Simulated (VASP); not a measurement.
# SrMgCl4 (P4/mmm) in VASP: further runs

The runs below take SrMgCl4 through single point, relaxation of cell and atoms, with PBE.

Everything below comes from runs of VASP 6.6.1. Logs are shortened: lines on timing, memory, paths and dates and some standing lists are left out, and cuts for length are marked.

## 1. The cell of the first run

The structure is tetragonal, space group P4/mmm (No. 123). The conventional cell has a = 4.720 Å, b = 4.720 Å, c = 6.810 Å, α = 90.00°, β = 90.00°, γ = 90.00°. Within 3.9 Å of Sr (site symmetry 4/mmm) lie 8 Cl at 2.99 Å. Mg (site symmetry 4/mmm) has 8 Cl at 2.84 Å within 3.7 Å. Within 3.7 Å of Cl (site symmetry 2mm) lie 2 Mg at 2.84 Å and 2 Sr at 2.99 Å and 6 Cl at 3.15 to 3.66 Å.

## 2. Single point, PBE

The input, INCAR:

```
SYSTEM = SrMgCl4
PREC = Accurate
ENCUT = 520
EDIFF = 1E-6
ISMEAR = 0
SIGMA = 0.1
LREAL = .FALSE.
LASPH = .TRUE.
NELM = 60
ALGO = Normal
ISIF = 2
LWAVE = .FALSE.
LCHARG = .FALSE.
GGA = PE
NBANDS = 52
```

The input, KPOINTS:

```
regular mesh
0
G
  4 4 1
  0 0 0
```

The input, POSCAR:

```
SrMgCl4
1.0
    4.7199178646      0.0000000000      0.0000000000
    0.0000000000      4.7199178646      0.0000000000
    0.0000000000      0.0000000000     13.6194540859
Sr Mg Cl
2 2 8
Direct
    0.5000000000      0.5000000000      0.2500000000
    0.5000000000      0.5000000000      0.7500000000
    0.0000000000      0.0000000000      0.5000000000
    0.0000000000      0.0000000000      0.0000000000
    0.5000000000      0.0000000000      0.1157345883
    0.5000000000      0.0000000000      0.6157345883
    0.0000000000      0.5000000000      0.3842654117
    0.0000000000      0.5000000000      0.8842654117
    0.5000000000      0.0000000000      0.3842654117
    0.5000000000      0.0000000000      0.8842654117
    0.0000000000      0.5000000000      0.1157345883
    0.0000000000      0.5000000000      0.6157345883
```

Potentials or basis: VASP PAW PBE potentials, release 64 (Sr_sv, Mg, Cl).

The run is started by

```sh
> cat potpaw_PBE.64/Sr_sv/POTCAR potpaw_PBE.64/Mg/POTCAR potpaw_PBE.64/Cl/POTCAR > POTCAR
> mpirun -np 1 vasp_std > vasp.out
```

OUTCAR:

```text
SYSTEM = SrMgCl4
   PREC = Accurate
   ENCUT = 520
   EDIFF = 1E-6
   ISMEAR = 0
   LREAL = .FALSE.
   LASPH = .TRUE.
   NELM = 60
   ISIF = 2
   GGA = PE

 ion  position               nearest neighbor table
   1  0.500  0.500  0.250-   5 2.99   7 2.99   9 2.99  11 2.99   5 2.99   9 2.99   7 2.99  11 2.99

   2  0.500  0.500  0.750-   6 2.99   8 2.99  10 2.99  12 2.99   6 2.99  10 2.99   8 2.99  12 2.99

   3  0.000  0.000  0.500-   6 2.84   7 2.84   9 2.84  12 2.84   7 2.84  12 2.84   6 2.84   9 2.84

   4  0.000  0.000  0.000-   5 2.84   8 2.84  10 2.84  11 2.84   8 2.84  11 2.84   5 2.84  10 2.84

   5  0.500  0.000  0.116-   4 2.84   4 2.84   1 2.99   1 2.99
   6  0.500  0.000  0.616-   3 2.84   3 2.84   2 2.99   2 2.99
   7  0.000  0.500  0.384-   3 2.84   3 2.84   1 2.99   1 2.99
   8  0.000  0.500  0.884-   4 2.84   4 2.84   2 2.99   2 2.99
   9  0.500  0.000  0.384-   3 2.84   3 2.84   1 2.99   1 2.99
  10  0.500  0.000  0.884-   4 2.84   4 2.84   2 2.99   2 2.99
  11  0.000  0.500  0.116-   4 2.84   4 2.84   1 2.99   1 2.99
  12  0.000  0.500  0.616-   3 2.84   3 2.84   2 2.99   2 2.99

  LATTYP: Found a simple tetragonal cell.
 ALAT       =     4.7199178646
 C/A-ratio  =     2.8855277733

  Lattice vectors:

 A1 = (   4.7199178646,   0.0000000000,   0.0000000000)
 A2 = (   0.0000000000,   4.7199178646,   0.0000000000)
 A3 = (   0.0000000000,   0.0000000000,  13.6194540859)

Analysis of symmetry for initial positions (statically):
=====================================================================
 Subroutine PRICEL returns following result:

  LATTYP: Found a simple tetragonal cell.
 ALAT       =     4.7199178646
 C/A-ratio  =     1.4427638866

  Lattice vectors:

 A1 = (   4.7199178646,   0.0000000000,   0.0000000000)
 A2 = (   0.0000000000,   4.7199178646,   0.0000000000)
 A3 = (   0.0000000000,   0.0000000000,   6.8097270429)

   2 primitive cells build up your supercell.

 Routine SETGRP: Setting up the symmetry group for a
 simple tetragonal supercell.

 Subroutine GETGRP returns: Found 16 space group operations
 (whereof 16 operations were pure point group operations)
 out of a pool of 16 trial point group operations.

The static configuration has the point symmetry D_4h.

Analysis of symmetry for dynamics (positions and initial velocities):
=====================================================================
 Subroutine PRICEL returns following result:

  LATTYP: Found a simple tetragonal cell.
 ALAT       =     4.7199178646
 C/A-ratio  =     1.4427638866

  Lattice vectors:

 A1 = (   4.7199178646,   0.0000000000,   0.0000000000)
 A2 = (   0.0000000000,   4.7199178646,   0.0000000000)
 A3 = (   0.0000000000,   0.0000000000,   6.8097270429)

   2 primitive cells build up your supercell.

 Routine SETGRP: Setting up the symmetry group for a
 simple tetragonal supercell.

 Subroutine GETGRP returns: Found 16 space group operations
 (whereof 16 operations were pure point group operations)
 out of a pool of 16 trial point group operations.

The dynamic configuration has the point symmetry D_4h.

 Subroutine INISYM returns: Found 16 space group operations
 (whereof 16 operations are pure point group operations),
 and found     2 'primitive' translations

----------------------------------------------------------------------------------------

                                     Primitive cell

  volume of cell :     151.7045

  direct lattice vectors                    reciprocal lattice vectors
     4.719917865  0.000000000  0.000000000     0.211868094  0.000000000  0.000000000
     0.000000000  4.719917865  0.000000000     0.000000000  0.211868094  0.000000000
     0.000000000  0.000000000  6.809727043     0.000000000  0.000000000  0.146848764

  length of vectors
     4.719917865  4.719917865  6.809727043     0.211868094  0.211868094  0.146848764

  position of ions in fractional coordinates (direct lattice)
     0.500000000  0.500000000  0.500000000
     0.000000000  0.000000000  0.000000000
     0.500000000  0.000000000  0.231469177
     0.000000000  0.500000000  0.768530823
     0.500000000  0.000000000  0.768530823
     0.000000000  0.500000000  0.231469177

  ion indices of the primitive-cell ions
   primitive index   ion index
                 1           1
                 2           3
                 3           5
                 4           7
                 5           9
                 6          11

----------------------------------------------------------------------------------------

 KPOINTS: regular mesh

Automatic generation of k-mesh.
 Grid dimensions read from file:
 generate k-points for:    4    4    1

 Generating k-lattice:

  Cartesian coordinates                     Fractional coordinates (reciprocal lattice)
     0.052967023  0.000000000  0.000000000     0.250000000  0.000000000  0.000000000
     0.000000000  0.052967023  0.000000000     0.000000000  0.250000000  0.000000000
     0.000000000  0.000000000  0.073424382     0.000000000  0.000000000  1.000000000

  Length of vectors
     0.052967023  0.052967023  0.073424382

  Shift w.r.t. Gamma in fractional coordinates (k-lattice)
     0.000000000  0.000000000  0.000000000

 Subroutine IBZKPT returns following result:
 ===========================================

 Found      6 irreducible k-points:

 Following reciprocal coordinates:
            Coordinates               Weight
  0.000000  0.000000  0.000000      1.000000
  0.250000  0.000000  0.000000      4.000000
  0.500000  0.000000  0.000000      2.000000
  0.250000  0.250000  0.000000      4.000000
  0.500000  0.250000  0.000000      4.000000
  0.500000  0.500000  0.000000      1.000000
   k-points           NKPTS =      6   k-points in BZ     NKDIM =      6   number of bands    NBANDS=     52
   number of dos      NEDOS =    301   number of ions     NIONS =     12
   total plane-waves  NPLWV = 139968
   dimension x,y,z NGX =    36 NGY =   36 NGZ =  108
   dimension x,y,z NGXF=    72 NGYF=   72 NGZF=  216
   ions per type =               2   2   8
   NGX,Y,Z   is equivalent  to a cutoff of  12.68, 12.68, 13.18 a.u.
   NGXF,Y,Z  is equivalent  to a cutoff of  25.36, 25.36, 26.37 a.u.
 SYSTEM =  SrMgCl4
   PREC   = accura    normal or accurate (medium, high low for compatibility)
   ISTART =      0    job   : 0-new  1-cont  2-samecut
   ICHARG =      2    charge: 1-file 2-atom 10-const
   ISPIN  =      1    spin polarized calculation?
   LNONCOLLINEAR =      F non collinear calculations
   LSORBIT =      F    spin-orbit coupling
   LASPH  =      T    aspherical Exc in radial PAW
   ENCUT  =  520.0 eV  38.22 Ry    6.18 a.u.   8.78  8.78 25.32*2*pi/ulx,y,z
   NELM   =     60;   NELMIN=  2; NELMDL= -5     # of ELM steps
   EDIFF  = 0.1E-05   stopping-criterion for ELM
   LREAL  =      F    real-space projection
[... 7 lines left out ...]
   TEBEG  =    0.0;   TEEND  =   0.0 temperature during run
   PSTRESS=    0.0 pullay stress
   NELECT =      80.0000    total number of electrons
   NUPDOWN=      -1.0000    fix difference up-down
   EMIN   =  10.00;   EMAX   =-10.00  energy-range for DOS
   EFERMI =   0.00;   METHOD = LEGACY
   ISMEAR =     0;   SIGMA  =   0.10  broadening in eV -4-tet -1-fermi 0-gaus
   EFERMI_NEDOS =   21; number of points for ismear=-14 and -15
   IALGO  =     38    algorithm
   IMIX   =      4    mixing-type and parameters
     AMIX     =   0.40;   BMIX     =  1.00
     AMIX_MAG =   1.60;   BMIX_MAG =  1.00
  volume/ion in A,a.u.               =      25.28       170.63
  Fermi-wavevector in a.u.,A,eV,Ry     =   1.049773  1.983783 14.993931  1.102023
  Thomas-Fermi vector in A             =   2.184749
   LORBIT       =      0    0 simple, 1 ext, 2 COOP (PROOUT), +10 PAW based schemes
   GGA     = PE    functional components
   LHFCALC =     F    Hartree Fock is set to
   AEXX    =    0.0000 exact exchange contribution
   IVDW    =     0    specifies the selected vdW correction
   LEPSILON=     F    determine dielectric tensor
   LRPA    =     F    only Hartree local field effects (RPA)
 non-spin polarized calculation
 Gauss-broadening in eV      SIGMA  =   0.10
  energy-cutoff  :      520.00
  volume of cell :      303.41
 maximum number of plane-waves:      8188
 NGX is ok and might be reduce to    36

 number of electron      79.9999987 magnetization

 Free energy of the ion-electron system (eV)
  ---------------------------------------------------
  ext. energy  EPLUGINS =         0.00000000
  ---------------------------------------------------
  free energy    TOTEN  =       -44.57387588 eV

  energy without entropy =      -44.57387588  energy(sigma->0) =      -44.57387588

 E-fermi :   1.3729     XC(G=0):  -8.4387

 val. band max:        0.8214329322   @ k =   0.5000   0.5000   0.0000
 cond. band min:       3.9305886959   @ k =   0.0000   0.0000   0.0000
 fundamental gap:      3.1091557637
 Fermi energy:         1.3729173638

 k-point     1 :       0.0000    0.0000    0.0000
  band No.  band energies     occupation
      1     -32.2307      2.00000
      2     -32.2307      2.00000
      3     -14.5403      2.00000
      4     -14.5010      2.00000
      5     -14.2692      2.00000
      6     -14.2692      2.00000
[... 44 lines left out ...]
     51       7.7167      0.00000
     52       8.1618      0.00000

 k-point     2 :       0.2500    0.0000    0.0000
  band No.  band energies     occupation
      1     -32.2297      2.00000
      2     -32.2297      2.00000
      3     -14.4685      2.00000
      4     -14.4395      2.00000
      5     -14.4105      2.00000
      6     -14.3972      2.00000
[... 44 lines left out ...]
     51       8.0008      0.00000
     52       8.1591      0.00000
[... 163 lines left out ...]
     51       8.7413      0.00000
     52       8.7879      0.00000

 k-point     6 :       0.5000    0.5000    0.0000
  band No.  band energies     occupation
      1     -32.2269      2.00000
      2     -32.2269      2.00000
      3     -14.5160      2.00000
      4     -14.5160      2.00000
      5     -14.4981      2.00000
      6     -14.4981      2.00000
[... 44 lines left out ...]
     51       8.3956      0.00000
     52       8.3983      0.00000

------------------------ aborting loop because EDIFF is reached ----------------------------------------

  FORCE on cell =-STRESS in cart. coord.  units (eV):
  Direction    XX          YY          ZZ          XY          YZ          ZX
  --------------------------------------------------------------------------------------
  -------------------------------------------------------------------------------------
  Total       -0.0510278     -0.0510278      0.2988778      0.0000000      0.0000000      0.0000000
  in kB       -0.2694565     -0.2694565      1.5782496      0.0000000      0.0000000      0.0000000
  external PRESSURE =       0.3464455 kB  Pullay stress =       0.0000000 kB

 VOLUME and BASIS-vectors are now :
 -----------------------------------------------------------------------------
  energy-cutoff  :      520.00
  volume of cell :      303.41
      direct lattice vectors                 reciprocal lattice vectors
     4.719917865  0.000000000  0.000000000     0.211868094  0.000000000  0.000000000
     0.000000000  4.719917865  0.000000000     0.000000000  0.211868094  0.000000000
     0.000000000  0.000000000 13.619454086     0.000000000  0.000000000  0.073424382

 POSITION                                       TOTAL-FORCE (eV/Angst)
 -----------------------------------------------------------------------------------
      2.35996      2.35996      3.40486        -0.000000     -0.000000      0.000000
      2.35996      2.35996     10.21459         0.000000      0.000000      0.000000
      0.00000      0.00000      6.80973         0.000000      0.000000      0.000000
      0.00000      0.00000      0.00000         0.000000      0.000000      0.000000
      2.35996      0.00000      1.57624         0.000000      0.000000     -0.019563
      2.35996      0.00000      8.38597        -0.000000     -0.000000     -0.019563
      0.00000      2.35996      5.23349        -0.000000      0.000000      0.019563
      0.00000      2.35996     12.04321         0.000000     -0.000000      0.019563
      2.35996      0.00000      5.23349         0.000000      0.000000      0.019563
      2.35996      0.00000     12.04321        -0.000000      0.000000      0.019563
      0.00000      2.35996      1.57624        -0.000000     -0.000000     -0.019563
      0.00000      2.35996      8.38597         0.000000      0.000000     -0.019563
 -----------------------------------------------------------------------------------
    total drift:                                0.000000     -0.000000     -0.000000

  FREE ENERGIE OF THE ION-ELECTRON SYSTEM (eV)
  ---------------------------------------------------
  free  energy   TOTEN  =       -44.5738758785 eV

  energy  without entropy=      -44.5738758785  energy(sigma->0) =      -44.57387588
```

It took 60 s on 1 thread of Intel Xeon 6975P-C (Granite Rapids), shared host; peak memory 0.4 GiB.

What came out:

- Free energy: -44.5739 eV
- Pressure: 0.0 GPa
- Largest force: 0.020 eV/Å
- Band gap on the k mesh: 3.11 eV

Forces in eV/Å, atoms in the order of the input:
```
Sr   0.000  0.000  0.000
Sr   0.000  0.000  0.000
Mg   0.000  0.000  0.000
Mg   0.000  0.000  0.000
Cl   0.000  0.000 -0.020
Cl   0.000  0.000 -0.020
Cl   0.000  0.000  0.020
Cl   0.000  0.000  0.020
Cl   0.000  0.000  0.020
Cl   0.000  0.000  0.020
Cl   0.000  0.000 -0.020
Cl   0.000  0.000 -0.020
```

Stress tensor (GPa, compression positive):
```
-0.03  0.00  0.00
 0.00 -0.03  0.00
 0.00  0.00  0.16
```

Caveat: the k points lie up to 0.46 Å⁻¹ apart.

## 3. Single point, PBE

This run uses another cell than the first one: it holds 6 atoms, not 12.

The input, INCAR:

```
SYSTEM = SrMgCl4
ALGO = Normal
EDIFF = 1E-7
ENCUT = 520
GGA = PE
ISIF = 2
ISMEAR = 0
LASPH = .TRUE.
LCHARG = .FALSE.
LREAL = .FALSE.
LWAVE = .FALSE.
NBANDS = 29
NELM = 60
PREC = Accurate
SIGMA = 0.02
```

The input, KPOINTS:

```
k-points
0
G
  6 6 4
  0 0 0
```

The input, POSCAR:

```
SrMgCl4
1.0
    4.7199178646      0.0000000000      0.0000000000
    0.0000000000      4.7199178646      0.0000000000
    0.0000000000      0.0000000000      6.8097270429
Sr Mg Cl
1 1 4
Direct
    0.5000000000      0.5000000000      0.5000000000
    0.0000000000      0.0000000000      0.0000000000
    0.5000000000      0.0000000000      0.2314691767
    0.0000000000      0.5000000000      0.7685308233
    0.5000000000      0.0000000000      0.7685308233
    0.0000000000      0.5000000000      0.2314691767
```

Potentials or basis: VASP PAW PBE potentials, release 64 (Sr_sv, Mg, Cl).

The run is started by

```sh
> cat potpaw_PBE.64/Sr_sv/POTCAR potpaw_PBE.64/Mg/POTCAR potpaw_PBE.64/Cl/POTCAR > POTCAR
> mpirun -np 1 vasp_std > vasp.out
```

It took 55 s on 1 thread of Intel Xeon 6975P-C (Granite Rapids), shared host; peak memory 0.32 GiB.

It converged, with:

| Quantity | Value |
| --- | --- |
| Free energy | -22.3019 eV |
| Pressure | 0.0 GPa |
| Largest force | 0.020 eV/Å |
| Band gap on the k mesh | 3.11 eV (least direct gap 3.21 eV) |

Forces in eV/Å, atoms in the order of the input:
```
Sr   0.000  0.000  0.000
Mg   0.000  0.000  0.000
Cl   0.000  0.000 -0.020
Cl   0.000  0.000  0.020
Cl   0.000  0.000  0.020
Cl   0.000  0.000 -0.020
```

Levels at points of the mesh, in eV from the valence-band top:
| k point | band 17 | band 18 | band 19 | band 20 | band 21 | band 22 | band 23 | band 24 |
| --- | --- | --- | --- | --- | --- | --- | --- | --- |
| (0.00, 0.00, 0.00) | -0.58 | -0.42 | -0.42 | -0.10 | 3.11 | 5.54 | 6.17 | 6.50 |
| (0.50, 0.00, 0.00) | -1.50 | -1.28 | -0.57 | -0.37 | 4.92 | 6.23 | 6.24 | 6.43 |
| (0.50, 0.50, 0.00) | -0.42 | -0.40 | -0.04 | 0.00 | 3.63 | 6.31 | 7.20 | 7.43 |
| (0.00, 0.00, 0.50) | -0.69 | -0.69 | -0.34 | -0.34 | 3.76 | 5.15 | 6.21 | 6.62 |
| (0.50, 0.00, 0.50) | -1.54 | -1.53 | -1.25 | -1.18 | 5.10 | 6.67 | 6.71 | 7.39 |
| (0.50, 0.50, 0.50) | -0.34 | -0.25 | -0.18 | -0.11 | 4.85 | 5.50 | 7.01 | 7.01 |

(Part 1 of 2 ends here.)
